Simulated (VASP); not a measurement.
# MgB2 (P6/mmm) in VASP: single point with PBE

Aim: the single point of MgB2 with PBE.

Everything below comes from runs of VASP 6.6.1. Logs are shortened: lines on timing, memory, paths and dates and some standing lists are left out, and cuts for length are marked.

**1. The cell of the first run**

It takes space group P6/mmm (No. 191, hexagonal). Conventional cell: a = 3.073 Å, b = 3.073 Å, c = 3.532 Å, α = 90.00°, β = 90.00°, γ = 120.00°. Within 3.3 Å of Mg (site symmetry 6/mmm) lie 12 B at 2.50 Å and 6 Mg at 3.07 Å. B (site symmetry -6m2) has 3 B at 1.77 Å within 2.4 Å.

**2. Single point, PBE**

Contents of POSCAR:

```
MgB2
1.0
    3.0728984928      0.0000000000      0.0000000000
   -1.5364492464      2.6612081581      0.0000000000
    0.0000000000      0.0000000000      3.5320018758
Mg B
1 2
Direct
    0.0000000000      0.0000000000      0.0000000000
    0.3333333333      0.6666666667      0.5000000000
    0.6666666667      0.3333333333      0.5000000000
```

Contents of INCAR.step1:

```
ALGO = Normal ; EDIFF = 1E-6
ENCUT = 520 ; GGA = PE
ISIF = 2 ; ISMEAR = 0
LASPH = True ; LCHARG = True
LREAL = False ; LWAVE = False
NBANDS = 11 ; NELM = 60
PREC = Accurate ; SIGMA = 0.1
```

Contents of KPOINTS.step1:

```
k-points
0
Gamma
  15 15 12
```

Contents of INCAR.step2:

```
ALGO = Normal ; EDIFF = 1E-6
ENCUT = 520 ; GGA = PE
ICHARG = 11 ; ISIF = 2
ISMEAR = -5 ; LASPH = True
LCHARG = False ; LORBIT = 11
LREAL = False ; LWAVE = False
NEDOS = 1001 ; NELM = 60
PREC = Accurate ; SIGMA = 0.1
```

Contents of KPOINTS.step2:

```
k-points
0
Gamma
  23 23 18
```

Potentials or basis: VASP PAW PBE potentials, release 64 (Mg, B).

Run with:

```sh
cat potpaw_PBE.64/Mg/POTCAR potpaw_PBE.64/B/POTCAR > POTCAR
cp INCAR.step1 INCAR
cp KPOINTS.step1 KPOINTS
mpirun -np 1 vasp_std > vasp.out
cp INCAR.step2 INCAR
cp KPOINTS.step2 KPOINTS
mpirun -np 1 vasp_std > vasp.out
```

OUTCAR:

```text
EDIFF = 1E-6
   ENCUT = 520
   GGA = PE
   ICHARG = 11
   ISIF = 2
   ISMEAR = -5
   LASPH = True
   LORBIT = 11
   LREAL = False
   NELM = 60
   PREC = Accurate

 ion  position               nearest neighbor table
   1  0.000  0.000  0.000-   2 2.50   3 2.50   2 2.50   3 2.50   3 2.50   3 2.50   2 2.50   2 2.50
                             3 2.50   3 2.50   2 2.50   2 2.50
   2  0.333  0.667  0.500-   3 1.77   3 1.77   3 1.77   1 2.50   1 2.50   1 2.50   1 2.50   1 2.50
                             1 2.50
   3  0.667  0.333  0.500-   2 1.77   2 1.77   2 1.77   1 2.50   1 2.50   1 2.50   1 2.50   1 2.50
                             1 2.50

  LATTYP: Found a hexagonal cell.
 ALAT       =     3.0728984928
 C/A-ratio  =     1.1494040184

  Lattice vectors:

 A1 = (   3.0728984928,   0.0000000000,   0.0000000000)
 A2 = (  -1.5364492464,   2.6612081581,   0.0000000000)
 A3 = (   0.0000000000,   0.0000000000,   3.5320018758)

Analysis of symmetry for initial positions (statically):
=====================================================================
 Subroutine PRICEL returns:
 Original cell was already a primitive cell.

 Routine SETGRP: Setting up the symmetry group for a
 hexagonal supercell.

 Subroutine GETGRP returns: Found 24 space group operations
 (whereof 24 operations were pure point group operations)
 out of a pool of 24 trial point group operations.

The static configuration has the point symmetry D_6h.

Analysis of symmetry for dynamics (positions and initial velocities):
=====================================================================
 Subroutine PRICEL returns:
 Original cell was already a primitive cell.

 Routine SETGRP: Setting up the symmetry group for a
 hexagonal supercell.

 Subroutine GETGRP returns: Found 24 space group operations
 (whereof 24 operations were pure point group operations)
 out of a pool of 24 trial point group operations.

The dynamic configuration has the point symmetry D_6h.

 Subroutine INISYM returns: Found 24 space group operations
 (whereof 24 operations are pure point group operations),
 and found     1 'primitive' translations

----------------------------------------------------------------------------------------

                                     Primitive cell

  volume of cell :      28.8834

  direct lattice vectors                    reciprocal lattice vectors
     3.072898493  0.000000000  0.000000000     0.325425653  0.187884589  0.000000000
    -1.536449246  2.661208158  0.000000000     0.000000000  0.375769177  0.000000000
     0.000000000  0.000000000  3.532001876     0.000000000  0.000000000  0.283125557

  length of vectors
     3.072898493  3.072898493  3.532001876     0.375769177  0.375769177  0.283125557

  position of ions in fractional coordinates (direct lattice)
     0.000000000  0.000000000  0.000000000
     0.333333333  0.666666667  0.500000000
     0.666666667  0.333333333  0.500000000

  ion indices of the primitive-cell ions
   primitive index   ion index
                 1           1
                 2           2
                 3           3

----------------------------------------------------------------------------------------

 KPOINTS: k-points

Automatic generation of k-mesh.
 Grid dimensions read from file:
 generate k-points for:   23   23   18

 Generating k-lattice:

  Cartesian coordinates                     Fractional coordinates (reciprocal lattice)
     0.014148941  0.008168895  0.000000000     0.043478261  0.000000000  0.000000000
     0.000000000  0.016337790  0.000000000     0.000000000  0.043478261  0.000000000
     0.000000000  0.000000000  0.015729198     0.000000000  0.000000000  0.055555556

  Length of vectors
     0.016337790  0.016337790  0.015729198

  Shift w.r.t. Gamma in fractional coordinates (k-lattice)
     0.000000000  0.000000000  0.000000000

 TETIRR: Found   9729 inequivalent tetrahedra from    57132

 Subroutine IBZKPT returns following result:
 ===========================================

 Found    560 irreducible k-points:

 Following reciprocal coordinates:
            Coordinates               Weight
  0.000000  0.000000  0.000000      1.000000
  0.043478 -0.000000  0.000000      6.000000
  0.086957  0.000000  0.000000      6.000000
  0.130435  0.000000  0.000000      6.000000
  0.173913  0.000000  0.000000      6.000000
  0.217391 -0.000000  0.000000      6.000000
[... 16 lines left out ...]
  0.478261  0.043478  0.000000      6.000000
  0.086957  0.086957  0.000000      6.000000
 [... further k-points ...]
   k-points           NKPTS =    560   k-points in BZ     NKDIM =    560   number of bands    NBANDS=      8
   number of dos      NEDOS =   1001   number of ions     NIONS =      3
   total plane-waves  NPLWV =  16128
   dimension x,y,z NGX =    24 NGY =   24 NGZ =   28
   dimension x,y,z NGXF=    48 NGYF=   48 NGZF=   56
   ions per type =               1   2
   NGX,Y,Z   is equivalent  to a cutoff of  12.98, 12.98, 13.18 a.u.
   NGXF,Y,Z  is equivalent  to a cutoff of  25.97, 25.97, 26.36 a.u.
 SYSTEM =  unknown system
   PREC   = accura    normal or accurate (medium, high low for compatibility)
   ISTART =      0    job   : 0-new  1-cont  2-samecut
   ICHARG =     11    charge: 1-file 2-atom 10-const
   ISPIN  =      1    spin polarized calculation?
   LNONCOLLINEAR =      F non collinear calculations
   LSORBIT =      F    spin-orbit coupling
   LASPH  =      T    aspherical Exc in radial PAW
   ENCUT  =  520.0 eV  38.22 Ry    6.18 a.u.   5.71  5.71  6.57*2*pi/ulx,y,z
   NELM   =     60;   NELMIN=  2; NELMDL=  0     # of ELM steps
   EDIFF  = 0.1E-05   stopping-criterion for ELM
   LREAL  =      F    real-space projection
   EDIFFG = 0.1E-04   stopping-criterion for IOM
   NSW    =      0    number of steps for IOM
   IBRION =     -1    ionic relax: 0-MD 1-quasi-New 2-CG
   NFREE  =      0    steps in history (QN), initial steepest desc. (CG)
   ISIF   =      2    stress and relaxation
   ISYM   =      2    0-nonsym 1-usesym 2-fastsym
   POTIM  = 0.5000    time-step for ionic-motion
   TEBEG  =    0.0;   TEEND  =   0.0 temperature during run
   PSTRESS=    0.0 pullay stress
   NELECT =       8.0000    total number of electrons
   NUPDOWN=      -1.0000    fix difference up-down
   EMIN   =  10.00;   EMAX   =-10.00  energy-range for DOS
   EFERMI =   0.00;   METHOD = LEGACY
   ISMEAR =    -5;   SIGMA  =   0.10  broadening in eV -4-tet -1-fermi 0-gaus
   EFERMI_NEDOS =   21; number of points for ismear=-14 and -15
   IALGO  =     38    algorithm
   IMIX   =      4    mixing-type and parameters
     AMIX     =   0.40;   BMIX     =  1.00
     AMIX_MAG =   1.60;   BMIX_MAG =  1.00
  volume/ion in A,a.u.               =       9.63        64.97
  Fermi-wavevector in a.u.,A,eV,Ry     =   1.067142  2.016606 15.494203  1.138792
  Thomas-Fermi vector in A             =   2.202749
   LORBIT       =     11    0 simple, 1 ext, 2 COOP (PROOUT), +10 PAW based schemes
   GGA     = PE    functional components
   LHFCALC =     F    Hartree Fock is set to
   AEXX    =    0.0000 exact exchange contribution
   IVDW    =     0    specifies the selected vdW correction
   LEPSILON=     F    determine dielectric tensor
   LRPA    =     F    only Hartree local field effects (RPA)
 non-spin polarized calculation
 Fermi weights with tetrahedron method with Bloechl corrections
  energy-cutoff  :      520.00
  volume of cell :       28.88
 maximum number of plane-waves:       796
 NGX is ok and might be reduce to    24

 number of electron       8.0000000 magnetization

 Free energy of the ion-electron system (eV)
  ---------------------------------------------------
  ext. energy  EPLUGINS =         0.00000000
  ---------------------------------------------------
  free energy    TOTEN  =       -15.32331932 eV

  energy without entropy =      -15.32331932  energy(sigma->0) =      -15.32331932

 E-fermi :   5.2710     XC(G=0): -10.9295

 val. band max:        5.2961822382   @ k =   0.0435   0.0435   0.1667
 cond. band min:       5.2546952739   @ k =   0.3913   0.2174   0.2778
 fundamental gap:     -0.0414869644
 Fermi energy:         5.2710379980

 k-point     1 :       0.0000    0.0000    0.0000
  band No.  band energies     occupation
      1      -7.1501      2.00000
      2       2.2904      2.00000
      3       5.6940      0.00000
      4       5.6940      0.00000
      5       6.8648      0.00000
      6      11.6880      0.00000
      7      11.6880      0.00000
      8      13.5386      0.00000

 k-point     2 :       0.0435   -0.0000    0.0000
  band No.  band energies     occupation
      1      -7.1171      2.00000
      2       2.3228      2.00000
      3       5.5174     -0.03892
      4       5.6106      0.00000
      5       6.8940      0.00000
      6      11.6730      0.00000
      7      11.8384      0.00000
      8      13.6074      0.00000

 k-point     3 :       0.0870    0.0000    0.0000
  band No.  band energies     occupation
      1      -7.0180      2.00000
      2       2.4198      2.00000
      3       5.0307      2.03785
      4       5.3850      0.28996
      5       6.9847      0.00000
      6      11.5903      0.00000
      7      12.2644      0.00000
      8      13.8231      0.00000
[... 210 lines left out ...]
 k-point    23 :       0.4783    0.0435    0.0000
  band No.  band energies     occupation
      1      -3.2164      2.00000
      2      -2.5166      2.00000
      3       2.9828      2.00000
      4       5.5015     -0.17351
      5       8.3431      0.00000
      6       9.4053      0.00000
      7      10.5824      0.00000
      8      12.4195      0.00000

 k-point    24 :       0.0870    0.0870    0.0000
  band No.  band energies     occupation
      1      -6.7546      2.00000
      2       2.6770      2.00000
      3       4.0879      2.00000
      4       4.7245      2.00000
      5       7.2462      0.00000
      6      11.7405      0.00000
      7      12.6004      0.00000
      8      13.9969      0.00000

 [... further k-points ...]
[... 5 lines left out ...]
  --------------------------------------------------------------------------------------
  -------------------------------------------------------------------------------------
  Total        0.0076455      0.0076455     -0.1163365      0.0000000      0.0000000      0.0000000
  in kB        0.4241023      0.4241023     -6.4532528      0.0000000      0.0000000      0.0000000
  external PRESSURE =      -1.8683494 kB  Pullay stress =       0.0000000 kB

 VOLUME and BASIS-vectors are now :
 -----------------------------------------------------------------------------
  energy-cutoff  :      520.00
  volume of cell :       28.88
      direct lattice vectors                 reciprocal lattice vectors
     3.072898493  0.000000000  0.000000000     0.325425653  0.187884589  0.000000000
    -1.536449246  2.661208158  0.000000000     0.000000000  0.375769177  0.000000000
     0.000000000  0.000000000  3.532001876     0.000000000  0.000000000  0.283125557

 POSITION                                       TOTAL-FORCE (eV/Angst)
 -----------------------------------------------------------------------------------
      0.00000      0.00000      0.00000         0.000000      0.000000      0.000000
     -0.00000      1.77414      1.76600         0.000000     -0.000000      0.000000
      1.53645      0.88707      1.76600        -0.000000      0.000000     -0.000000
 -----------------------------------------------------------------------------------
    total drift:                                0.000000     -0.000000      0.000000

  FREE ENERGIE OF THE ION-ELECTRON SYSTEM (eV)
  ---------------------------------------------------
  free  energy   TOTEN  =       -15.3233193242 eV

  energy  without entropy=      -15.3233193242  energy(sigma->0) =      -15.32331932

 total charge

# of ion       s       p       d       tot
------------------------------------------
    1        0.158   0.176   0.057   0.391
    2        0.689   1.237   0.000   1.926
    3        0.689   1.237   0.000   1.926
--------------------------------------------------
tot          1.536   2.651   0.057   4.243
```

Wall time 1.9 min (1 thread of Intel Xeon 8259CL, shared host); peak memory 0.27 GiB.

Results:

| Property | Result |
| --- | --- |
| Valence electrons inside the program's atomic spheres | Mg 0.39; B 1.93 |

Levels at points of the mesh, in eV from the Fermi level:
```tsv
k point	band 1	band 2	band 3	band 4	band 5	band 6	band 7	band 8
(0.00, 0.00, 0.00)	-12.42	-2.98	0.42	0.42	1.59	6.42	6.42	8.27
(0.00, 0.00, 0.50)	-11.16	-7.43	0.79	0.79	6.73	6.73	8.08	9.87
```

Caveat: tetrahedron occupations give inexact forces and stress in metals.
